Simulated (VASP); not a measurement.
# BiPt (P6_3/mmc) in VASP: further runs

Runs on BiPt. Level: LDA. Tasks: electric field gradients.

Everything below comes from runs of VASP 6.6.1. Logs are shortened: lines on timing, memory, paths and dates and some standing lists are left out, and cuts for length are marked.

**1. The cell of the first run**

Symmetry: P6_3/mmc, No. 194, hexagonal system. The conventional cell has a = 4.272 Å, b = 4.272 Å, c = 5.490 Å, α = 90.00°, β = 90.00°, γ = 120.00°. Bi (site symmetry -6m2) has 6 Pt at 2.82 Å and 6 Bi at 3.69 Å within 3.7 Å. Within 3.6 Å of Pt (site symmetry -3m) lie 2 Pt at 2.75 Å and 6 Bi at 2.82 Å.

**2. Electric field gradients, LDA (equal xx and yy strain of -1 %)**

Contents of INCAR:

```
PREC     = Accurate       # precision mode
ENCUT    = 520            # plane-wave cutoff, eV
EDIFF    = 1E-8           # SCF threshold, eV
ISMEAR   = -1             # smearing method
SIGMA    = 0.05           # smearing width, eV
LREAL    = F              # projectors in reciprocal space
LASPH    = T              # aspherical terms in the spheres
NELM     = 80             # most SCF steps
ALGO     = Normal         # electronic algorithm
ISIF     = 2              # what is computed and relaxed
LWAVE    = F              # write WAVECAR
LCHARG   = F              # write CHGCAR
LEFG     = T            
NBANDS   = 33             # bands
```

Contents of KPOINTS:

```
Automatic mesh
0
Gamma
  9 9 6
```

Contents of POSCAR:

```
BiPt
1.0
    4.2718501640      0.0000000000      0.0000000000
   -2.1359250821      3.6995307632      0.0000000000
    0.0000000000      0.0000000000      5.4900000000
Bi Pt
2 2
Direct
    0.3333333333      0.6666666667      0.2500000000
    0.6666666667      0.3333333333      0.7500000000
    0.0000000000      0.0000000000      0.0000000000
    0.0000000000      0.0000000000      0.5000000000
```

Potentials or basis: VASP PAW LDA potentials, release 64 (Bi_d, Pt).

Launch:

```console
$ cat potpaw_LDA.64/Bi_d/POTCAR potpaw_LDA.64/Pt/POTCAR > POTCAR
$ mpirun -np 1 vasp_std > vasp.out
```

OUTCAR:

```text
PREC = Accurate
   ENCUT = 520
   EDIFF = 1E-8
   ISMEAR = -1
   LREAL = F
   LASPH = T
   NELM = 80
   ISIF = 2

 ion  position               nearest neighbor table
   1  0.333  0.667  0.250-   3 2.82   4 2.82   3 2.82   4 2.82   3 2.82   4 2.82   2 3.69   2 3.69
                             2 3.69   2 3.69   2 3.69   2 3.69
   2  0.667  0.333  0.750-   3 2.82   4 2.82   3 2.82   4 2.82   3 2.82   4 2.82   1 3.69   1 3.69
                             1 3.69   1 3.69   1 3.69   1 3.69
   3  0.000  0.000  0.000-   4 2.75   4 2.75   1 2.82   2 2.82   2 2.82   1 2.82   2 2.82   1 2.82

   4  0.000  0.000  0.500-   3 2.75   3 2.75   1 2.82   2 2.82   2 2.82   1 2.82   2 2.82   1 2.82

  LATTYP: Found a hexagonal cell.
 ALAT       =     4.2718501640
 C/A-ratio  =     1.2851574351

  Lattice vectors:

 A1 = (   4.2718501640,   0.0000000000,   0.0000000000)
 A2 = (  -2.1359250821,   3.6995307632,   0.0000000000)
 A3 = (   0.0000000000,   0.0000000000,   5.4900000000)

Analysis of symmetry for initial positions (statically):
=====================================================================
 Subroutine PRICEL returns:
 Original cell was already a primitive cell.

 Routine SETGRP: Setting up the symmetry group for a
 hexagonal supercell.

 Subroutine GETGRP returns: Found 24 space group operations
 (whereof 12 operations were pure point group operations)
 out of a pool of 24 trial point group operations.

The static configuration has the point symmetry D_3d.
 The point group associated with its full space group is D_6h.

Analysis of symmetry for dynamics (positions and initial velocities):
=====================================================================
 Subroutine PRICEL returns:
 Original cell was already a primitive cell.

 Routine SETGRP: Setting up the symmetry group for a
 hexagonal supercell.

 Subroutine GETGRP returns: Found 24 space group operations
 (whereof 12 operations were pure point group operations)
 out of a pool of 24 trial point group operations.

The dynamic configuration has the point symmetry D_3d.
 The point group associated with its full space group is D_6h.

 Subroutine INISYM returns: Found 24 space group operations
 (whereof 12 operations are pure point group operations),
 and found     1 'primitive' translations

----------------------------------------------------------------------------------------

                                     Primitive cell

  volume of cell :      86.7631

  direct lattice vectors                    reciprocal lattice vectors
     4.271850164  0.000000000  0.000000000     0.234090607  0.135152275  0.000000000
    -2.135925082  3.699530763  0.000000000     0.000000000  0.270304550  0.000000000
     0.000000000  0.000000000  5.490000000     0.000000000  0.000000000  0.182149362

  length of vectors
     4.271850164  4.271850164  5.490000000     0.270304551  0.270304550  0.182149362

  position of ions in fractional coordinates (direct lattice)
     0.333333333  0.666666667  0.250000000
     0.666666667  0.333333333  0.750000000
     0.000000000  0.000000000  0.000000000
     0.000000000  0.000000000  0.500000000

  ion indices of the primitive-cell ions
   primitive index   ion index
                 1           1
                 2           2
                 3           3
                 4           4

----------------------------------------------------------------------------------------

 KPOINTS: Automatic mesh

Automatic generation of k-mesh.
 Grid dimensions read from file:
 generate k-points for:    9    9    6

 Generating k-lattice:

  Cartesian coordinates                     Fractional coordinates (reciprocal lattice)
     0.026010067  0.015016919  0.000000000     0.111111111  0.000000000  0.000000000
     0.000000000  0.030033839  0.000000000     0.000000000  0.111111111  0.000000000
[... 45 lines left out ...]
   ions per type =               2   2
   NGX,Y,Z   is equivalent  to a cutoff of  12.45, 12.45, 12.72 a.u.
   NGXF,Y,Z  is equivalent  to a cutoff of  24.91, 24.91, 25.44 a.u.
 SYSTEM =  unknown system
   PREC   = accura    normal or accurate (medium, high low for compatibility)
   ISTART =      0    job   : 0-new  1-cont  2-samecut
   ICHARG =      2    charge: 1-file 2-atom 10-const
   ISPIN  =      1    spin polarized calculation?
   LNONCOLLINEAR =      F non collinear calculations
   LSORBIT =      F    spin-orbit coupling
   LASPH  =      T    aspherical Exc in radial PAW
   ENCUT  =  520.0 eV  38.22 Ry    6.18 a.u.   7.94  7.94 10.21*2*pi/ulx,y,z
   NELM   =     80;   NELMIN=  2; NELMDL= -5     # of ELM steps
   EDIFF  = 0.1E-07   stopping-criterion for ELM
   LREAL  =      F    real-space projection
   EDIFFG = 0.1E-06   stopping-criterion for IOM
   NSW    =      0    number of steps for IOM
   IBRION =     -1    ionic relax: 0-MD 1-quasi-New 2-CG
   NFREE  =      0    steps in history (QN), initial steepest desc. (CG)
   ISIF   =      2    stress and relaxation
   ISYM   =      2    0-nonsym 1-usesym 2-fastsym
   POTIM  = 0.5000    time-step for ionic-motion
   TEBEG  =    0.0;   TEEND  =   0.0 temperature during run
   PSTRESS=    0.0 pullay stress
   NELECT =      50.0000    total number of electrons
   NUPDOWN=      -1.0000    fix difference up-down
   EMIN   =  10.00;   EMAX   =-10.00  energy-range for DOS
   EFERMI =   0.00;   METHOD = LEGACY
   ISMEAR =    -1;   SIGMA  =   0.05  broadening in eV -4-tet -1-fermi 0-gaus
   EFERMI_NEDOS =   21; number of points for ismear=-14 and -15
   IALGO  =     38    algorithm
   IMIX   =      4    mixing-type and parameters
     AMIX     =   0.40;   BMIX     =  1.00
     AMIX_MAG =   1.60;   BMIX_MAG =  1.00
  volume/ion in A,a.u.               =      21.69       146.38
  Fermi-wavevector in a.u.,A,eV,Ry     =   1.362343  2.574455 25.252124  1.855979
  Thomas-Fermi vector in A             =   2.488841
   LORBIT       =      0    0 simple, 1 ext, 2 COOP (PROOUT), +10 PAW based schemes
   GGA     = CA    functional components
   LHFCALC =     F    Hartree Fock is set to
   AEXX    =    0.0000 exact exchange contribution
   IVDW    =     0    specifies the selected vdW correction
   LEPSILON=     F    determine dielectric tensor
   LRPA    =     F    only Hartree local field effects (RPA)
 non-spin polarized calculation
  energy-cutoff  :      520.00
  volume of cell :       86.76
 maximum number of plane-waves:      2370
 NGX is ok and might be reduce to    32
   NGX = 15   NGY = 15   NGZ = 21

 number of electron      49.9999997 magnetization

 Free energy of the ion-electron system (eV)
  ---------------------------------------------------
  ext. energy  EPLUGINS =         0.00000000
  ---------------------------------------------------
  free energy    TOTEN  =       -25.18921804 eV

  energy without entropy =      -25.16999504  energy(sigma->0) =      -25.17960654

 E-fermi :   9.6109     XC(G=0): -11.8288

 val. band max:        9.5996284637   @ k =   0.4444   0.1111   0.1667
 cond. band min:       9.6345603854   @ k =   0.1111  -0.0000   0.0000
 fundamental gap:      0.0349319217
 Fermi energy:         9.6108768852

 k-point     1 :       0.0000    0.0000    0.0000
  band No.  band energies     occupation
      1     -13.3744      2.00000
      2     -13.3744      2.00000
      3     -13.3317      2.00000
      4     -13.3317      2.00000
      5     -13.3196      2.00000
      6     -13.3189      2.00000
[... 853 lines left out ...]
     32      17.9264      0.00000
     33      18.3013      0.00000

 [... further k-points ...]

------------------------ aborting loop because EDIFF is reached ----------------------------------------

  FORCE on cell =-STRESS in cart. coord.  units (eV):
  Direction    XX          YY          ZZ          XY          YZ          ZX
  --------------------------------------------------------------------------------------
  -------------------------------------------------------------------------------------
  Total        1.8781911      1.8781911      0.8579583     -0.0000000      0.0000000      0.0000000
  in kB       34.6828963     34.6828963     15.8431575     -0.0000000      0.0000000      0.0000000
  external PRESSURE =      28.4029834 kB  Pullay stress =       0.0000000 kB

 VOLUME and BASIS-vectors are now :
 -----------------------------------------------------------------------------
  energy-cutoff  :      520.00
  volume of cell :       86.76
      direct lattice vectors                 reciprocal lattice vectors
     4.271850164  0.000000000  0.000000000     0.234090607  0.135152275  0.000000000
    -2.135925082  3.699530763  0.000000000     0.000000000  0.270304550  0.000000000
     0.000000000  0.000000000  5.490000000     0.000000000  0.000000000  0.182149362

 POSITION                                       TOTAL-FORCE (eV/Angst)
 -----------------------------------------------------------------------------------
     -0.00000      2.46635      1.37250         0.000000     -0.000000      0.000000
      2.13593      1.23318      4.11750        -0.000000      0.000000      0.000000
      0.00000      0.00000      0.00000        -0.000000      0.000000      0.000000
      0.00000      0.00000      2.74500        -0.000000      0.000000      0.000000
 -----------------------------------------------------------------------------------
    total drift:                               -0.000000      0.000000     -0.000000

  FREE ENERGIE OF THE ION-ELECTRON SYSTEM (eV)
  ---------------------------------------------------
  free  energy   TOTEN  =       -25.1892180449 eV

  energy  without entropy=      -25.1699950351  energy(sigma->0) =      -25.17960654

 Electric field gradients (V/A^2)
---------------------------------------------------------------------
 ion       V_xx      V_yy      V_zz      V_xy      V_xz      V_yz
---------------------------------------------------------------------
   1      -7.444    -7.442    14.886     0.001     0.000    -0.000
   2      -7.444    -7.442    14.886     0.001    -0.000     0.000
   3      81.473    81.472  -162.945    -0.000    -0.000     0.000
   4      81.473    81.472  -162.945    -0.000     0.000    -0.000
---------------------------------------------------------------------

 Electric field gradients after diagonalization (V/A^2)
 (convention: |V_zz| > |V_xx| > |V_yy|)
----------------------------------------------------------------------
 ion       V_xx      V_yy      V_zz     asymmetry (V_yy - V_xx)/ V_zz
----------------------------------------------------------------------
   1      -7.445    -7.442    14.886       0.000
   2      -7.445    -7.442    14.886       0.000
   3      81.473    81.472  -162.945       0.000
   4      81.473    81.472  -162.945       0.000
----------------------------------------------------------------------

           NMR quadrupolar parameters

 Cq : quadrupolar parameter    Cq=e*Q*V_zz/h
 eta: asymmetry parameters     (V_yy - V_xx)/ V_zz
 Q  : nuclear electric quadrupole moment in mb (millibarn)
----------------------------------------------------------------------
 ion       Cq(MHz)       eta       Q (mb)
----------------------------------------------------------------------
   1       0.036       0.000       1.000
   2       0.036       0.000       1.000
   3      -0.394       0.000       1.000
   4      -0.394       0.000       1.000
----------------------------------------------------------------------
```

Wall time 2.8 min (1 thread of AMD EPYC 7R13, shared host); peak memory 0.22 GiB.

Results:

```yaml
Free_energy: -25.1892 eV
Pressure: 2.8 GPa
Band_gap_on_the_k_mesh: zero (band 25 reaches 12.17 eV, above the bottom of band 26 at 8.05 eV)
```

Electric field gradients, principal values (V/Å²):
```csv
atom,least,middle,greatest (by size)
1 Bi,-7.442,-7.445,14.886
2 Bi,-7.442,-7.445,14.886
3 Pt,81.472,81.473,-162.945
4 Pt,81.472,81.473,-162.945
```

Caveat: the cell differs from its parent crystal (equal xx and yy strain of -1 %); without QUAD_EFG the Cq values of the log hold for a quadrupole moment of 1 mb, not for the nuclei; spin-orbit coupling is left out, which moves the levels of the heavy elements.

**3. Electric field gradients, LDA (equal xx and yy strain of -1 %)**

Contents of INCAR:

```
ALGO     = Normal         # electronic algorithm
EDIFF    = 1E-8           # SCF threshold, eV
ENCUT    = 520            # plane-wave cutoff, eV
GGA      = CA             # functional
ISIF     = 2              # what is computed and relaxed
ISMEAR   = -1             # smearing method
LASPH    = True           # aspherical terms in the spheres
LCHARG   = False          # write CHGCAR
LEFG     = True         
LREAL    = False          # projectors in reciprocal space
LWAVE    = False          # write WAVECAR
NBANDS   = 33             # bands
NELM     = 100            # most SCF steps
PREC     = Accurate       # precision mode
SIGMA    = 0.05           # smearing width, eV
```

Contents of KPOINTS:

```
k-points
0
Gamma
  9 9 6
```

POSCAR is that of step 2.

Potentials or basis: VASP PAW LDA potentials, release 64 (Bi_d, Pt).

Launch:

```console
$ cat potpaw_LDA.64/Bi_d/POTCAR potpaw_LDA.64/Pt/POTCAR > POTCAR
$ mpirun -np 1 vasp_std > vasp.out
```

OUTCAR:

```text
EDIFF = 1E-8
   ENCUT = 520
   GGA = CA
   ISIF = 2
   ISMEAR = -1
   LASPH = True
   LREAL = False
   NELM = 100
   PREC = Accurate

 ion  position               nearest neighbor table
   1  0.333  0.667  0.250-   3 2.82   4 2.82   3 2.82   4 2.82   3 2.82   4 2.82   2 3.69   2 3.69
                             2 3.69   2 3.69   2 3.69   2 3.69
   2  0.667  0.333  0.750-   3 2.82   4 2.82   3 2.82   4 2.82   3 2.82   4 2.82   1 3.69   1 3.69
                             1 3.69   1 3.69   1 3.69   1 3.69
   3  0.000  0.000  0.000-   4 2.75   4 2.75   1 2.82   2 2.82   2 2.82   1 2.82   2 2.82   1 2.82

   4  0.000  0.000  0.500-   3 2.75   3 2.75   1 2.82   2 2.82   2 2.82   1 2.82   2 2.82   1 2.82

  LATTYP: Found a hexagonal cell.
[... 1100 lines left out ...]
   1      -7.444    -7.442    14.886     0.001     0.000    -0.000
   2      -7.444    -7.442    14.886     0.001    -0.000     0.000
   3      81.473    81.472  -162.945    -0.000    -0.000     0.000
   4      81.473    81.472  -162.945    -0.000     0.000    -0.000
---------------------------------------------------------------------

 Electric field gradients after diagonalization (V/A^2)
 (convention: |V_zz| > |V_xx| > |V_yy|)
----------------------------------------------------------------------
 ion       V_xx      V_yy      V_zz     asymmetry (V_yy - V_xx)/ V_zz
----------------------------------------------------------------------
   1      -7.445    -7.442    14.886       0.000
   2      -7.445    -7.442    14.886       0.000
   3      81.473    81.472  -162.945       0.000
   4      81.473    81.472  -162.945       0.000
----------------------------------------------------------------------

           NMR quadrupolar parameters

 Cq : quadrupolar parameter    Cq=e*Q*V_zz/h
 eta: asymmetry parameters     (V_yy - V_xx)/ V_zz
 Q  : nuclear electric quadrupole moment in mb (millibarn)
----------------------------------------------------------------------
 ion       Cq(MHz)       eta       Q (mb)
----------------------------------------------------------------------
   1       0.036       0.000       1.000
   2       0.036       0.000       1.000
   3      -0.394       0.000       1.000
   4      -0.394       0.000       1.000
----------------------------------------------------------------------
```

OSZICAR:

```text
N       E                     dE             d eps       ncg     rms          rms(c)
DAV:   1     0.536517656460E+03    0.53652E+03   -0.25103E+04  3176   0.184E+03
DAV:   2     0.295272483689E+02   -0.50699E+03   -0.48598E+03  3224   0.495E+02
DAV:   3    -0.236265474436E+02   -0.53154E+02   -0.50988E+02  3683   0.163E+02
DAV:   4    -0.256100857826E+02   -0.19835E+01   -0.19715E+01  3720   0.327E+01
DAV:   5    -0.256969511510E+02   -0.86865E-01   -0.86848E-01  4555   0.666E+00    0.113E+01
DAV:   6    -0.253104022493E+02    0.38655E+00   -0.91831E-01  3597   0.632E+00    0.594E+00
DAV:   7    -0.252115712277E+02    0.98831E-01   -0.14194E-01  4033   0.351E+00    0.252E+00
DAV:   8    -0.251901083768E+02    0.21463E-01   -0.67465E-02  3792   0.158E+00    0.382E-01
DAV:   9    -0.251893687345E+02    0.73964E-03   -0.70289E-03  4339   0.886E-01    0.117E-01
DAV:  10    -0.251892158765E+02    0.15286E-03   -0.53102E-04  4147   0.255E-01    0.319E-02
DAV:  11    -0.251892180638E+02   -0.21873E-05   -0.43019E-05  3900   0.417E-02    0.536E-03
DAV:  12    -0.251892179488E+02    0.11501E-06   -0.34681E-06  4043   0.145E-02    0.271E-03
DAV:  13    -0.251892180488E+02   -0.99973E-07   -0.29898E-07  4085   0.483E-03    0.116E-03
DAV:  14    -0.251892180449E+02    0.38954E-08   -0.21190E-08  2882   0.146E-03
   1 F= -.25189218E+02 E0= -.25179607E+02  d E =-.192230E-01
```

Run time: 2.6 min. Hardware: 1 thread of AMD EPYC 7R13, shared host; peak memory 0.22 GiB.

Results:

```yaml
Free_energy: -25.1892 eV
Pressure: 2.8 GPa
Band_gap_on_the_k_mesh: zero (band 25 reaches 12.17 eV, above the bottom of band 26 at 8.05 eV)
```

Levels at points of the mesh, in eV from the Fermi level:
```csv
k point,band 22,band 23,band 24,band 25,band 26,band 27,band 28,band 29
"(0.00, 0.00, 0.00)",-1.81,0.31,0.31,1.02,2.18,2.34,2.91,3.68
"(0.00, 0.00, 0.50)",-3.24,-1.63,-1.63,2.56,2.56,2.56,2.56,5.06
```

Electric field gradients, principal values (V/Å²):
```tsv
atom	least	middle	greatest (by size)
1 Bi	-7.442	-7.445	14.886
2 Bi	-7.442	-7.445	14.886
3 Pt	81.472	81.473	-162.945
4 Pt	81.472	81.473	-162.945
```

Caveat: the cell differs from its parent crystal (equal xx and yy strain of -1 %); without QUAD_EFG the Cq values of the log hold for a quadrupole moment of 1 mb, not for the nuclei; spin-orbit coupling is left out, which moves the levels of the heavy elements.

(Part 1 of 2 ends here.)
